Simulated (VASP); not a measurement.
# Ni (Fm-3m) in VASP: a series of runs

Runs on Ni. Level: PBEsol. Tasks: single point, relaxation of cell and atoms.

Program: VASP 6.6.1. These are calculated values, not measurements. Logs are shortened: lines on timing, memory, paths and dates and some standing lists are left out, and cuts for length are marked.

**1. The cell of the first run**

The structure is cubic, space group Fm-3m (No. 225). Conventional cell: a = 3.461 Å, b = 3.461 Å, c = 3.461 Å, α = 90.00°, β = 90.00°, γ = 90.00°. Within 3.2 Å of Ni (site symmetry m-3m) lie 12 Ni at 2.45 Å.

**2. Single point, PBEsol, collinear spin, ferromagnetic start**

File INCAR:

```
SYSTEM = Ni
PREC     = Accurate       ! precision mode
ENCUT    = 520            ! plane-wave cutoff, eV
EDIFF    = 1E-6           ! SCF threshold, eV
ISMEAR   = 0              ! smearing method
SIGMA    = 0.05           ! smearing width, eV
LREAL    = .FALSE.        ! projectors in reciprocal space
LASPH    = .TRUE.         ! aspherical terms in the spheres
NELM     = 150            ! most SCF steps
ALGO     = Normal         ! electronic algorithm
ISIF     = 2              ! what is computed and relaxed
LWAVE    = .FALSE.        ! write WAVECAR
LCHARG   = .FALSE.        ! write CHGCAR
ISPIN    = 2              ! spin polarisation
MAGMOM   = 1.5            ! initial moments
LORBIT   = 11             ! projections on sites
LMAXMIX  = 4              ! l up to which the mixer works
GGA      = PS             ! functional
NBANDS   = 15             ! bands
```

File KPOINTS:

```
regular mesh
0
G
  11 11 11
  0 0 0
```

File POSCAR:

```
Ni
1.0
    0.0000000000      1.7302705552      1.7302705552
    1.7302705552      0.0000000000      1.7302705552
    1.7302705552      1.7302705552      0.0000000000
Ni
1
Direct
    0.0000000000      0.0000000000      0.0000000000
```

Potentials or basis: VASP PAW PBE potentials, release 64 (Ni).

Launch:

```sh
$ cat potpaw_PBE.64/Ni/POTCAR > POTCAR
$ mpirun -np 1 vasp_std > vasp.out
```

OUTCAR:

```text
SYSTEM = Ni
   PREC = Accurate
   ENCUT = 520
   EDIFF = 1E-6
   ISMEAR = 0
   LREAL = .FALSE.
   LASPH = .TRUE.
   NELM = 150
   ISIF = 2
   ISPIN = 2
   LORBIT = 11
   GGA = PS

 ion  position               nearest neighbor table
   1  0.000  0.000  0.000-

  LATTYP: Found a face centered cubic cell.
 ALAT       =     3.4605411104

  Lattice vectors:

 A1 = (   0.0000000000,   1.7302705552,   1.7302705552)
 A2 = (   1.7302705552,   0.0000000000,   1.7302705552)
 A3 = (   1.7302705552,   1.7302705552,   0.0000000000)

Analysis of symmetry for initial positions (statically):
=====================================================================
 Subroutine PRICEL returns:
 Original cell was already a primitive cell.

 Routine SETGRP: Setting up the symmetry group for a
 face centered cubic supercell.

 Subroutine GETGRP returns: Found 48 space group operations
 (whereof 48 operations were pure point group operations)
 out of a pool of 48 trial point group operations.

The static configuration has the point symmetry O_h .

Analysis of symmetry for dynamics (positions and initial velocities):
=====================================================================
 Subroutine PRICEL returns:
 Original cell was already a primitive cell.

 Routine SETGRP: Setting up the symmetry group for a
 face centered cubic supercell.

 Subroutine GETGRP returns: Found 48 space group operations
 (whereof 48 operations were pure point group operations)
 out of a pool of 48 trial point group operations.

The dynamic configuration has the point symmetry O_h .

Analysis of structural, dynamic, and magnetic symmetry:
=====================================================================
 Subroutine PRICEL returns:
 Original cell was already a primitive cell.

 Routine SETGRP: Setting up the symmetry group for a
 face centered cubic supercell.

 Subroutine GETGRP returns: Found 48 space group operations
 (whereof 48 operations were pure point group operations)
 out of a pool of 48 trial point group operations.

The overall configuration has the point symmetry O_h .

 Subroutine INISYM returns: Found 48 space group operations
 (whereof 48 operations are pure point group operations),
 and found     1 'primitive' translations

----------------------------------------------------------------------------------------

                                     Primitive cell

  volume of cell :      10.3603

  direct lattice vectors                    reciprocal lattice vectors
     0.000000000  1.730270555  1.730270555    -0.288972149  0.288972149  0.288972149
     1.730270555  0.000000000  1.730270555     0.288972149 -0.288972149  0.288972149
     1.730270555  1.730270555  0.000000000     0.288972149  0.288972149 -0.288972149

  length of vectors
     2.446972086  2.446972086  2.446972086     0.500514443  0.500514443  0.500514443

[... 125 lines left out ...]

  energy without entropy =       -6.13701176  energy(sigma->0) =       -6.13797697

 E-fermi :   9.9029     XC(G=0): -13.7277

 val. band max:        9.8679080307   @ k =  -0.4545   0.4545   0.0000
 cond. band min:       9.9142416568   @ k =   0.3636   0.2727   0.0000
 fundamental gap:      0.0463336261
 Fermi energy:         9.9029202065

 spin component 1

 k-point     1 :       0.0000    0.0000    0.0000
  band No.  band energies     occupation
      1       0.4954      1.00000
      2       7.3733      1.00000
      3       7.3733      1.00000
      4       7.3733      1.00000
      5       8.6280      1.00000
      6       8.6280      1.00000
      7      34.0108      0.00000
      8      38.2393      0.00000
      9      38.2393      0.00000
     10      38.2393      0.00000
     11      41.3320      0.00000
     12      41.3320      0.00000
     13      41.3320      0.00000
     14      44.2314      0.00000
[... 403 lines left out ...]
      4       8.0477      1.00000
      5       8.1645      1.00000
      6       9.4447      1.00000
      7      25.6984      0.00000
      8      26.5519      0.00000
      9      36.5938      0.00000
     10      37.7362      0.00000
     11      39.6976      0.00000
     12      42.8897      0.00000
     13      43.7592      0.00000
     14      49.3748      0.00000
     15      52.4848      0.00000

 [... further k-points ...]

 spin component 2

 k-point     1 :       0.0000    0.0000    0.0000
  band No.  band energies     occupation
      1       0.4754      1.00000
      2       8.0364      1.00000
      3       8.0364      1.00000
      4       8.0364      1.00000
      5       9.1795      1.00000
      6       9.1795      1.00000
      7      33.8996      0.00000
      8      38.2241      0.00000
      9      38.2241      0.00000
     10      38.2241      0.00000
     11      41.4374      0.00000
     12      41.4374      0.00000
     13      41.4374      0.00000
     14      44.1346      0.00000
[... 403 lines left out ...]
      4       8.6888      1.00000
      5       8.7425      1.00000
      6      10.0629      0.00000
      7      25.8486      0.00000
      8      26.6311      0.00000
      9      36.5789      0.00000
     10      37.8015      0.00000
     11      39.6382      0.00000
     12      42.9543      0.00000
     13      43.8596      0.00000
     14      49.5779      0.00000
     15      52.4758      0.00000

 [... further k-points ...]

------------------------ aborting loop because EDIFF is reached ----------------------------------------

  FORCE on cell =-STRESS in cart. coord.  units (eV):
  Direction    XX          YY          ZZ          XY          YZ          ZX
  --------------------------------------------------------------------------------------
  -------------------------------------------------------------------------------------
  Total        0.0076795      0.0076795      0.0076795     -0.0000000      0.0000000      0.0000000
  in kB        1.1875978      1.1875978      1.1875978     -0.0000000      0.0000000      0.0000000
  external PRESSURE =       1.1875978 kB  Pullay stress =       0.0000000 kB

 VOLUME and BASIS-vectors are now :
 -----------------------------------------------------------------------------
  energy-cutoff  :      520.00
  volume of cell :       10.36
      direct lattice vectors                 reciprocal lattice vectors
     0.000000000  1.730270555  1.730270555    -0.288972149  0.288972149  0.288972149
     1.730270555  0.000000000  1.730270555     0.288972149 -0.288972149  0.288972149
     1.730270555  1.730270555  0.000000000     0.288972149  0.288972149 -0.288972149

 POSITION                                       TOTAL-FORCE (eV/Angst)
 -----------------------------------------------------------------------------------
      0.00000      0.00000      0.00000         0.000000      0.000000      0.000000
 -----------------------------------------------------------------------------------
    total drift:                                0.000000     -0.000000     -0.000000

  FREE ENERGIE OF THE ION-ELECTRON SYSTEM (eV)
  ---------------------------------------------------
  free  energy   TOTEN  =        -6.1389421848 eV

  energy  without entropy=       -6.1370117633  energy(sigma->0) =       -6.13797697

 total charge

# of ion       s       p       d       tot
------------------------------------------
    1        0.521   0.548   8.337   9.405

 magnetization (x)

# of ion       s       p       d       tot
------------------------------------------
    1       -0.007  -0.026   0.607   0.574
```

stdout:

```text
POSCAR found type information on POSCAR Ni
 POSCAR found :  1 types and       1 ions
 scaLAPACK will be used
 -----------------------------------------------------------------------------
|                                                                             |
|                                                                             |
|     You enforced a specific xc type in the INCAR file but a different       |
|     I HOPE YOU KNOW WHAT YOU ARE DOING!                                     |
|                                                                             |
 -----------------------------------------------------------------------------

 LDA part: xc-table for (Slater+PW92), standard interpolation
 POSCAR, INCAR and KPOINTS ok, starting setup
 FFT: planning ... GRIDC
 FFT: planning ... GRID_SOFT
 FFT: planning ... GRID
 WAVECAR not read
 entering main loop
```

Wall time 15 s (1 thread of Intel Xeon Platinum 8259CL at 2.50GHz (Skylake/Cascade Lake), shared host); peak memory 0.13 GiB.

Results:

- Free energy: -6.1389 eV
- Pressure: 0.1 GPa
- Net moment: 0.57 μB per cell
- Site moments: Ni +0.57 μB
- Valence electrons inside the program's atomic spheres: Ni 9.40

Levels at points of the mesh, in eV from the Fermi level:
Spin up:
| k point | band 1 | band 2 | band 3 | band 4 | band 5 | band 6 | band 7 | band 8 | band 9 | band 10 |
| --- | --- | --- | --- | --- | --- | --- | --- | --- | --- | --- |
| (0.00, 0.00, 0.00) | -9.41 | -2.53 | -2.53 | -2.53 | -1.27 | -1.27 | 24.11 | 28.34 | 28.34 | 28.34 |
Spin down:
```
           k point  band 1  band 2  band 3  band 4  band 5  band 6  band 7  band 8  band 9  band 10
(0.00, 0.00, 0.00)   -9.43   -1.87   -1.87   -1.87   -0.72   -0.72   24.00   28.32   28.32    28.32
```

Caveat: the PAW data sets were made with another functional, which shifts forces and pressure a little.

**3. Relaxation of cell and atoms, PBEsol, collinear spin, ferromagnetic start**

This run uses another cell than the first one, of 10.94 Å³/atom, 1.056 times its volume.

File INCAR:

```
PREC = Accurate
ENCUT = 600
EDIFF = 1E-6
ISMEAR = 0
SIGMA = 0.05
LREAL = F
LASPH = T
NELM = 150
ALGO = Normal
ISIF = 3
LWAVE = F
LCHARG = F
ISPIN = 2
MAGMOM = 1.5
LORBIT = 11
LMAXMIX = 4
GGA = PS
IBRION = 2
NSW = 80
EDIFFG = -0.03
```

File KPOINTS:

```
regular mesh
0
Gamma
  11 11 11
```

File POSCAR:

```
Ni
1.0
    0.0000000000      1.7619350000      1.7619350000
    1.7619350000      0.0000000000      1.7619350000
    1.7619350000      1.7619350000      0.0000000000
Ni
1
Direct
    0.0000000000      0.0000000000      0.0000000000
```

Potentials or basis: VASP PAW PBE potentials, release 64 (Ni).

Launch:

```sh
$ cat potpaw_PBE.64/Ni/POTCAR > POTCAR
$ mpirun -np 1 vasp_std > vasp.out
```

OUTCAR:

```text
PREC = Accurate
   ENCUT = 600
   EDIFF = 1E-6
   ISMEAR = 0
   LREAL = F
   LASPH = T
   NELM = 150
   ISIF = 3
   ISPIN = 2
   LORBIT = 11
   GGA = PS
   IBRION = 2
   NSW = 80
   EDIFFG = -0.03

 ion  position               nearest neighbor table
   1  0.000  0.000  0.000-

  LATTYP: Found a face centered cubic cell.
 ALAT       =     3.5238700000

  Lattice vectors:

 A1 = (   0.0000000000,   1.7619350000,   1.7619350000)
 A2 = (   1.7619350000,   0.0000000000,   1.7619350000)
 A3 = (   1.7619350000,   1.7619350000,   0.0000000000)

Analysis of symmetry for initial positions (statically):
=====================================================================
 Subroutine PRICEL returns:
 Original cell was already a primitive cell.

 Routine SETGRP: Setting up the symmetry group for a
 face centered cubic supercell.

 Subroutine GETGRP returns: Found 48 space group operations
 (whereof 48 operations were pure point group operations)
 out of a pool of 48 trial point group operations.

The static configuration has the point symmetry O_h .

Analysis of symmetry for dynamics (positions and initial velocities):
=====================================================================
 Subroutine PRICEL returns:
 Original cell was already a primitive cell.

 Routine SETGRP: Setting up the symmetry group for a
 face centered cubic supercell.

 Subroutine GETGRP returns: Found 48 space group operations
 (whereof 48 operations were pure point group operations)
 out of a pool of 48 trial point group operations.

The dynamic configuration has the point symmetry O_h .

Analysis of structural, dynamic, and magnetic symmetry:
=====================================================================
 Subroutine PRICEL returns:
 Original cell was already a primitive cell.

 Routine SETGRP: Setting up the symmetry group for a
 face centered cubic supercell.

 Subroutine GETGRP returns: Found 48 space group operations
 (whereof 48 operations were pure point group operations)
 out of a pool of 48 trial point group operations.

The overall configuration has the point symmetry O_h .
[... 137 lines left out ...]

 number of electron      10.0000010 magnetization       0.5718217

 Free energy of the ion-electron system (eV)
  ---------------------------------------------------
  ext. energy  EPLUGINS =         0.00000000
  ---------------------------------------------------
  free energy    TOTEN  =        -6.11775777 eV

  energy without entropy =       -6.11564028  energy(sigma->0) =       -6.11669903

------------------------ aborting loop because EDIFF is reached ----------------------------------------

  FORCE on cell =-STRESS in cart. coord.  units (eV):
  Direction    XX          YY          ZZ          XY          YZ          ZX
  --------------------------------------------------------------------------------------
  -------------------------------------------------------------------------------------
  Total       -0.7508915     -0.7508915     -0.7508915      0.0000000      0.0000000      0.0000000
  in kB     -109.9735266   -109.9735266   -109.9735266      0.0000000      0.0000000      0.0000000
  external PRESSURE =    -109.9735266 kB  Pullay stress =       0.0000000 kB
[... 22 lines left out ...]
--------------------------------------- Ionic step        2  -------------------------------------------

 number of electron      10.0000001 magnetization       0.5664657

 E-fermi :  10.7669     XC(G=0): -14.0719

 val. band max:       10.7321323087   @ k =  -0.4545   0.4545   0.0000
 cond. band min:      10.7758337250   @ k =   0.3636   0.2727   0.0000
 fundamental gap:      0.0437014162
 Fermi energy:        10.7669408629

 spin component 1

 k-point     1 :       0.0000    0.0000    0.0000
  band No.  band energies     occupation
      1       0.9431      1.00000
      2       8.0731      1.00000
      3       8.0731      1.00000
      4       8.0731      1.00000
      5       9.4307      1.00000
      6       9.4307      1.00000
      7      35.3432      0.00000
      8      40.0221      0.00000
      9      40.0221      0.00000
     10      40.0221      0.00000
[... 649 lines left out ...]
--------------------------------------- Ionic step        3  -------------------------------------------

 number of electron       9.9999994 magnetization       0.5674392

 Free energy of the ion-electron system (eV)
  ---------------------------------------------------
  ext. energy  EPLUGINS =         0.00000000
  ---------------------------------------------------
  free energy    TOTEN  =        -6.13913848 eV

  energy without entropy =       -6.13720508  energy(sigma->0) =       -6.13817178

 E-fermi :   9.9073     XC(G=0): -13.7294

 val. band max:        9.8724770551   @ k =  -0.4545   0.4545   0.0000
 cond. band min:       9.9185491624   @ k =   0.3636   0.2727   0.0000
 fundamental gap:      0.0460721073
 Fermi energy:         9.9072758359

 spin component 1

 k-point     1 :       0.0000    0.0000    0.0000
  band No.  band energies     occupation
      1       0.4967      1.00000
      2       7.3754      1.00000
      3       7.3754      1.00000
      4       7.3754      1.00000
      5       8.6305      1.00000
      6       8.6305      1.00000
      7      34.0165      0.00000
      8      38.2466      0.00000
      9      38.2466      0.00000
     10      38.2466      0.00000
[... 643 lines left out ...]
  FREE ENERGIE OF THE ION-ELECTRON SYSTEM (eV)
  ---------------------------------------------------
  free  energy   TOTEN  =        -6.1391384798 eV

  energy  without entropy=       -6.1372050764  energy(sigma->0) =       -6.13817178

 reached required accuracy - stopping structural energy minimisation

 total charge

# of ion       s       p       d       tot
------------------------------------------
    1        0.521   0.548   8.337   9.406

 magnetization (x)

# of ion       s       p       d       tot
------------------------------------------
    1       -0.007  -0.026   0.607   0.574
```

OSZICAR:

```text
N       E                     dE             d eps       ncg     rms          rms(c)
DAV:   1     0.291746071813E+02    0.29175E+02   -0.52848E+03  2280   0.144E+03
DAV:   2    -0.643973197485E+01   -0.35614E+02   -0.33855E+02  2270   0.181E+02
[... 26 lines left out ...]
DAV:   3    -0.615190383725E+01    0.16174E+00   -0.11069E+00  2422   0.163E+01    0.112E+00
DAV:   4    -0.614097294238E+01    0.10931E-01   -0.67155E-03  2472   0.758E-01    0.567E-01
DAV:   5    -0.613915513171E+01    0.18178E-02   -0.45507E-03  2922   0.494E-01    0.127E-01
DAV:   6    -0.613912676951E+01    0.28362E-04   -0.46120E-05  2550   0.898E-02    0.682E-02
DAV:   7    -0.613913759086E+01   -0.10821E-04   -0.82482E-06  2592   0.413E-02    0.173E-02
DAV:   8    -0.613913847981E+01   -0.88894E-06   -0.18974E-06  1450   0.191E-02
   3 F= -.61391385E+01 E0= -.61381718E+01  d E =-.213807E-01  mag=     0.5672
```

Run time: 30 s. Hardware: 1 thread of Intel Xeon Platinum 8259CL at 2.50GHz (Skylake/Cascade Lake), shared host; peak memory 0.14 GiB.

What came out:

```
Free energy                                           : -6.1391 eV
Relaxed volume                                        : 10.36 Å³/atom
Relaxed cell                                          : a = 2.447 Å, b = 2.447 Å, c = 2.447 Å, α = 60.00°, β = 60.00°, γ = 60.00°
Space group after relaxing (to 0.05 Å)                : Fm-3m (No. 225)
Energy gained by relaxing                             : 21.4 meV/atom
Ionic steps                                           : 3
Pressure after relaxing                               : -0.1 GPa
Net moment                                            : 0.57 μB per cell
Site moments                                          : Ni +0.57 μB
Valence electrons inside the program's atomic spheres : Ni 9.41
```

Step by step:
```tsv
step	energy change (eV)	largest force (eV/Å)	pressure (GPa)	volume (Å³)
1	0.0000	0.0000	-11.00	10.94
2	0.0029	0.0000	14.76	9.79
3	-0.0214	0.0000	-0.08	10.36
```

Final structure:
```
Ni
1.0
     0.00000    1.73011    1.73011
     1.73011    0.00000    1.73011
     1.73011    1.73011    0.00000
Ni
1
Direct
  0.00000 0.00000 0.00000
```

Levels at points of the mesh, in eV from the Fermi level:
Spin up:
```tsv
k point	band 1	band 2	band 3	band 4	band 5	band 6	band 7	band 8	band 9	band 10
(0.00, 0.00, 0.00)	-9.41	-2.53	-2.53	-2.53	-1.28	-1.28	24.11	28.34	28.34	28.34
```
Spin down:
```csv
k point,band 3,band 4,band 5,band 6,band 7,band 8
"(0.00, 0.00, 0.00)",-1.87,-1.87,-0.72,-0.72,24.00,28.33
```

Caveat: the PAW data sets were made with another functional, which shifts forces and pressure a little.
